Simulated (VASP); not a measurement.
# Zn (Fm-3m) in VASP: settings compared

Zn is run at these levels: HSE06, RPBE+D3(BJ); tasks: relaxation of cell and atoms, single point.

Everything below comes from runs of VASP 6.6.1. Logs are shortened: lines on timing, memory, paths and dates and some standing lists are left out, and cuts for length are marked.

## (1) The cell of the first run

Symmetry: Fm-3m, No. 225, cubic system. Conventional cell: a = 3.930 Å, b = 3.930 Å, c = 3.930 Å, α = 90.00°, β = 90.00°, γ = 90.00°. Within 3.7 Å of Zn (site symmetry m-3m) lie 12 Zn at 2.78 Å.

This isn't the form of Zn at room conditions, which is hcp.

## (2) Relaxation of cell and atoms, HSE06

Contents of POSCAR:

```
Zn
1.0
    0.0000000000      1.9647760000      1.9647760000
    1.9647760000      0.0000000000      1.9647760000
    1.9647760000      1.9647760000      0.0000000000
Zn
1
Direct
    0.0000000000      0.0000000000      0.0000000000
```

Contents of INCAR.step1:

```
ALGO = Normal ; EDIFF = 1E-5
EDIFFG = -0.005 ; ENCUT = 500
GGA = PE ; GGA_COMPAT = False
IBRION = 2 ; ISIF = 3
ISMEAR = -1 ; LASPH = True
LCHARG = False ; LREAL = False
LWAVE = True ; NBANDS = 12
NELM = 120 ; NELMIN = 4
NSW = 100 ; PREC = Accurate
SIGMA = 0.05
```

Contents of INCAR.step2:

```
ALGO = Normal ; EDIFF = 1E-7
EDIFFG = -0.01 ; ENCUT = 500
GGA = PE ; GGA_COMPAT = False
HFSCREEN = 0.2079 ; IBRION = 2
ISIF = 3 ; ISMEAR = -1
ISTART = 1 ; LASPH = True
LCHARG = False ; LHFCALC = True
LREAL = False ; LWAVE = False
NELM = 120 ; NELMIN = 4
NSW = 60 ; PREC = Accurate
PRECFOCK = Normal ; SIGMA = 0.05
```

Contents of KPOINTS:

```
k-points
0
Gamma
  6 6 6
```

Potentials or basis: VASP PAW PBE potentials, release 64 (Zn).

Launch:

```console
> cat potpaw_PBE.64/Zn/POTCAR > POTCAR
> cp INCAR.step1 INCAR
> mpirun -np 1 vasp_std > vasp.out
> cp INCAR.step2 INCAR
> mpirun -np 1 vasp_std > vasp.out
```

OUTCAR:

```text
EDIFF = 1E-7
   EDIFFG = -0.01
   ENCUT = 500
   GGA = PE
   HFSCREEN = 0.2079
   IBRION = 2
   ISIF = 3
   ISMEAR = -1
   ISTART = 1
   LASPH = True
   LHFCALC = True
   LREAL = False
   NELM = 120
   NELMIN = 4
   NSW = 60
   PREC = Accurate
   PRECFOCK = Normal

 ion  position               nearest neighbor table
   1  0.000  0.000  0.000-

  LATTYP: Found a face centered cubic cell.
 ALAT       =     3.9295520000

  Lattice vectors:

 A1 = (   0.0000000000,   1.9647760000,   1.9647760000)
 A2 = (   1.9647760000,   0.0000000000,   1.9647760000)
 A3 = (   1.9647760000,   1.9647760000,   0.0000000000)

Analysis of symmetry for initial positions (statically):
=====================================================================
 Subroutine PRICEL returns:
 Original cell was already a primitive cell.

 Routine SETGRP: Setting up the symmetry group for a
 face centered cubic supercell.

 Subroutine GETGRP returns: Found 48 space group operations
 (whereof 48 operations were pure point group operations)
 out of a pool of 48 trial point group operations.

The static configuration has the point symmetry O_h .

Analysis of symmetry for dynamics (positions and initial velocities):
=====================================================================
 Subroutine PRICEL returns:
 Original cell was already a primitive cell.

 Routine SETGRP: Setting up the symmetry group for a
 face centered cubic supercell.

 Subroutine GETGRP returns: Found 48 space group operations
 (whereof 48 operations were pure point group operations)
 out of a pool of 48 trial point group operations.

The dynamic configuration has the point symmetry O_h .

 Subroutine INISYM returns: Found 48 space group operations
 (whereof 48 operations are pure point group operations),
 and found     1 'primitive' translations

----------------------------------------------------------------------------------------

                                     Primitive cell

  volume of cell :      15.1694

  direct lattice vectors                    reciprocal lattice vectors
     0.000000000  1.964776000  1.964776000    -0.254481936  0.254481936  0.254481936
     1.964776000  0.000000000  1.964776000     0.254481936 -0.254481936  0.254481936
     1.964776000  1.964776000  0.000000000     0.254481936  0.254481936 -0.254481936

  length of vectors
     2.778612866  2.778612866  2.778612866     0.440775643  0.440775643  0.440775643

  position of ions in fractional coordinates (direct lattice)
     0.000000000  0.000000000  0.000000000

  ion indices of the primitive-cell ions
   primitive index   ion index
                 1           1

----------------------------------------------------------------------------------------

 KPOINTS: k-points

Automatic generation of k-mesh.
 Grid dimensions read from file:
 generate k-points for:    6    6    6

 Generating k-lattice:

  Cartesian coordinates                     Fractional coordinates (reciprocal lattice)
    -0.042413656  0.042413656  0.042413656     0.166666667  0.000000000  0.000000000
     0.042413656 -0.042413656  0.042413656     0.000000000  0.166666667  0.000000000
     0.042413656  0.042413656 -0.042413656     0.000000000  0.000000000  0.166666667

  Length of vectors
     0.073462607  0.073462607  0.073462607

  Shift w.r.t. Gamma in fractional coordinates (k-lattice)
     0.000000000  0.000000000  0.000000000

 Subroutine IBZKPT returns following result:
 ===========================================
[... 49 lines left out ...]
   PSTRESS=    0.0 pullay stress
   NELECT =      12.0000    total number of electrons
   NUPDOWN=      -1.0000    fix difference up-down
   EMIN   =  10.00;   EMAX   =-10.00  energy-range for DOS
   EFERMI =   0.00;   METHOD = LEGACY
   ISMEAR =    -1;   SIGMA  =   0.05  broadening in eV -4-tet -1-fermi 0-gaus
   EFERMI_NEDOS =   21; number of points for ismear=-14 and -15
   IALGO  =     38    algorithm
   IMIX   =      1    mixing-type and parameters
     AMIX     =   0.40;   BMIX     =  1.00
     AMIX_MAG =   1.60;   BMIX_MAG =  1.00
  volume/ion in A,a.u.               =      15.17       102.37
  Fermi-wavevector in a.u.,A,eV,Ry     =   1.514069  2.861175 31.190044  2.292404
  Thomas-Fermi vector in A             =   2.623775
   LORBIT       =      0    0 simple, 1 ext, 2 COOP (PROOUT), +10 PAW based schemes
   GGA     = PE    functional components
   LHFCALC =     T    Hartree Fock is set to
   PRECFOCK=normal    Normal, Fast or Accurate (Low or Medium for compatibility)
   ENCUT4O =  -1.0   cutoff for four orbital integrals eV
   NKREDX  =     1    reduce k-point grid by
   NKREDY  =     1    reduce k-point grid by
   NKREDZ  =     1    reduce k-point grid by
   AEXX    =    0.2500 exact exchange contribution
   HFSCREEN=    0.2079 screening length (either q_TF or 0.3 A-1)
   HFSCREENC=   0.2079 screening length for correlation (either q_TF or 0.3 A-1)
   ENCUTFOCK=  -1.0 apply spherical cutoff to Coloumb kernel
   IVDW    =     0    specifies the selected vdW correction
   LEPSILON=     F    determine dielectric tensor
   LRPA    =     F    only Hartree local field effects (RPA)
 conjugate gradient relaxation of ions
 non-spin polarized calculation
  energy-cutoff  :      500.00
  volume of cell :       15.17
 maximum number of plane-waves:       397
  NGX = 16; NGY = 16; NGZ = 16

--------------------------------------- Ionic step        1  -------------------------------------------

 number of electron      11.9999991 magnetization

 Free energy of the ion-electron system (eV)
  ---------------------------------------------------
  ext. energy  EPLUGINS =         0.00000000
  ---------------------------------------------------
  free energy    TOTEN  =        -1.08945188 eV

  energy without entropy =       -1.08193359  energy(sigma->0) =       -1.08569273

------------------------ aborting loop because EDIFF is reached ----------------------------------------

  FORCE on cell =-STRESS in cart. coord.  units (eV):
  Direction    XX          YY          ZZ          XY          YZ          ZX
  --------------------------------------------------------------------------------------
  -------------------------------------------------------------------------------------
  Total       -0.0346900     -0.0346900     -0.0346900      0.0000000     -0.0000000     -0.0000000
  in kB       -3.6639165     -3.6639165     -3.6639165      0.0000000     -0.0000000     -0.0000000
  external PRESSURE =      -3.6639165 kB  Pullay stress =       0.0000000 kB

 VOLUME and BASIS-vectors are now :
 -----------------------------------------------------------------------------
  energy-cutoff  :      500.00
  volume of cell :       15.17
      direct lattice vectors                 reciprocal lattice vectors
     0.000000000  1.964776000  1.964776000    -0.254481936  0.254481936  0.254481936
     1.964776000  0.000000000  1.964776000     0.254481936 -0.254481936  0.254481936
     1.964776000  1.964776000  0.000000000     0.254481936  0.254481936 -0.254481936

 POSITION                                       TOTAL-FORCE (eV/Angst)
 -----------------------------------------------------------------------------------
      0.00000      0.00000      0.00000         0.000000      0.000000      0.000000
 -----------------------------------------------------------------------------------
    total drift:                               -0.000034     -0.000048     -0.000051

  FREE ENERGIE OF THE ION-ELECTRON SYSTEM (eV)
  ---------------------------------------------------
  free  energy   TOTEN  =        -1.0894518798 eV

  energy  without entropy=       -1.0819335861  energy(sigma->0) =       -1.08569273

--------------------------------------- Ionic step        2  -------------------------------------------

 number of electron      11.9999990 magnetization

 Free energy of the ion-electron system (eV)
  ---------------------------------------------------
  ext. energy  EPLUGINS =         0.00000000
  ---------------------------------------------------
  free energy    TOTEN  =        -1.08952753 eV

  energy without entropy =       -1.08195749  energy(sigma->0) =       -1.08574251

 E-fermi :   3.4110     XC(G=0):  -9.4842

 val. band max:        2.9216147948   @ k =  -0.3333   0.3333   0.1667
 cond. band min:       3.4474862847   @ k =  -0.3333   0.3333   0.1667
 fundamental gap:      0.5258714899
 Fermi energy:         3.4110091769

 k-point     1 :       0.0000    0.0000    0.0000
  band No.  band energies     occupation
      1      -8.6267      2.00000
      2      -6.8221      2.00000
      3      -6.8221      2.00000
      4      -6.8221      2.00000
      5      -6.4450      2.00000
      6      -6.4450      2.00000
      7      22.7636      0.00000
      8      22.7636      0.00000
      9      22.7636      0.00000
     10      22.9139      0.00000
[... 183 lines left out ...]
 k-point    16 :      -0.3333    0.5000    0.1667
  band No.  band energies     occupation
      1      -7.2408      2.00000
      2      -7.1824      2.00000
      3      -6.5173      2.00000
      4      -6.3235      2.00000
      5      -6.0444      2.00000
      6       3.6522      0.01596
      7       6.0334      0.00000
      8       7.8682      0.00000
      9       8.9023      0.00000
     10      22.0536      0.00000

------------------------ aborting loop because EDIFF is reached ----------------------------------------

  FORCE on cell =-STRESS in cart. coord.  units (eV):
  Direction    XX          YY          ZZ          XY          YZ          ZX
  --------------------------------------------------------------------------------------
  -------------------------------------------------------------------------------------
  Total        0.0058079      0.0058079      0.0058079     -0.0000000      0.0000000     -0.0000000
  in kB        0.6165128      0.6165128      0.6165128     -0.0000000      0.0000000     -0.0000000
  external PRESSURE =       0.6165128 kB  Pullay stress =       0.0000000 kB

 VOLUME and BASIS-vectors are now :
 -----------------------------------------------------------------------------
  energy-cutoff  :      500.00
  volume of cell :       15.09
      direct lattice vectors                 reciprocal lattice vectors
    -0.000000000  1.961487875  1.961487875    -0.254908535  0.254908535  0.254908535
     1.961487875 -0.000000000  1.961487875     0.254908535 -0.254908535  0.254908535
     1.961487875  1.961487875 -0.000000000     0.254908535  0.254908535 -0.254908535

 POSITION                                       TOTAL-FORCE (eV/Angst)
 -----------------------------------------------------------------------------------
     -0.00000      1.96149      1.96149         0.000000     -0.000000      0.000000
 -----------------------------------------------------------------------------------
    total drift:                                0.000000      0.000000      0.000000

  FREE ENERGIE OF THE ION-ELECTRON SYSTEM (eV)
  ---------------------------------------------------
  free  energy   TOTEN  =        -1.0895275283 eV

  energy  without entropy=       -1.0819574916  energy(sigma->0) =       -1.08574251

 reached required accuracy - stopping structural energy minimisation
```

Run time: 11 min. Hardware: 1 thread of AMD EPYC 9R45 (Zen 5), shared host; peak memory 0.19 GiB.

Results:

- Free energy: -1.0895 eV
- Relaxed volume: 15.09 Å³/atom
- Relaxed cell: a = 2.774 Å, b = 2.774 Å, c = 2.774 Å, α = 60.00°, β = 60.00°, γ = 60.00°
- Space group after relaxing (to 0.1 Å): Fm-3m (No. 225)
- Energy gained by relaxing: 0.1 meV/atom
- Ionic steps: 2
- Pressure after relaxing: 0.1 GPa
- Band gap on the k mesh: zero (bands 6 and 7 overlap by 2.03 eV)

Final structure:
```
Zn
1.0
     0.00000    1.96149    1.96149
     1.96149    0.00000    1.96149
     1.96149    1.96149    0.00000
Zn
1
Direct
  0.00000 0.00000 0.00000
```

Levels at points of the mesh, in eV from the Fermi level:
| k point | band 2 | band 3 | band 4 | band 5 | band 6 | band 7 | band 8 | band 9 | band 10 |
| --- | --- | --- | --- | --- | --- | --- | --- | --- | --- |
| (0.00, 0.00, 0.00) | -10.23 | -10.23 | -10.23 | -9.86 | -9.86 | 19.35 | 19.35 | 19.35 | 19.50 |
| (0.50, 0.00, 0.00) | -10.24 | -10.24 | -9.55 | -9.55 | -3.68 | -1.79 | 16.25 | 16.25 | 17.98 |
| (0.50, 0.50, 0.00) | -10.85 | -9.57 | -9.46 | -9.46 | -1.49 | 1.77 | 8.98 | 8.98 | 12.50 |

Caveat: the k points lie up to 0.46 Å⁻¹ apart in the final cell, too coarse for converged energies and pressures of a metal; the PAW data sets were made with another functional, which shifts forces and pressure a little.

[end of part 1 of 2]
